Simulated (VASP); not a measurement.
Runs of VASP 6.6.1 on W. The structure is that of space group Im-3m (No. 229), or close to it. The cells are those of the table. 

```csv
task,cell,k mesh,cutoff (eV),smearing,gap on the mesh (eV),pressure (GPa),relaxed volume (Å³/atom)
relaxation of cell and atoms,"relaxed from a = 2.773 Å, angles 109.5°, 1 atom",8 × 8 × 8,600,gaussian 0.1 eV,none,-0.4,15.56
single point,"a = 2.718 Å, angles 109.5°, 1 atom",8 × 8 × 8,520,gaussian 0.1 eV,none,1.9,-
single point,"a = 2.715 Å, angles 109.5°, 1 atom",16 × 16 × 16,520,fermi-dirac 0.15 eV,none,1.9,-
relaxation of cell and atoms,"relaxed from a = 2.715 Å, angles 109.5°, 1 atom",16 × 16 × 16,600,fermi-dirac 0.15 eV,none,0.0,(a)
single point,"a = 2.715 Å, angles 109.5°, 1 atom",16 × 16 × 16,520,gaussian 0.1 eV,none,1.9,-
single point,"a = 2.773 Å, angles 109.5°, 1 atom",8 × 8 × 8,520,gaussian 0.1 eV,none,-16.6,-
relaxation of cell and atoms,"relaxed from a = 2.718 Å, angles 109.5°, 1 atom",16 × 16 × 16,600,gaussian 0.1 eV,none,0.0,15.49
```

Alike in all rows: level LDA; potentials or basis VASP PAW LDA potentials, release 64 (W_sv); no spin polarisation.

Task: Fill in the values left out.

Result: (a) 15.50.

Caveats: spin-orbit coupling is left out, which moves the levels of the heavy elements.

A k mesh can miss the band edges, and the runs leave out spin-orbit coupling on W.

A gap of «none» marks levels without a gap at the run's occupations.
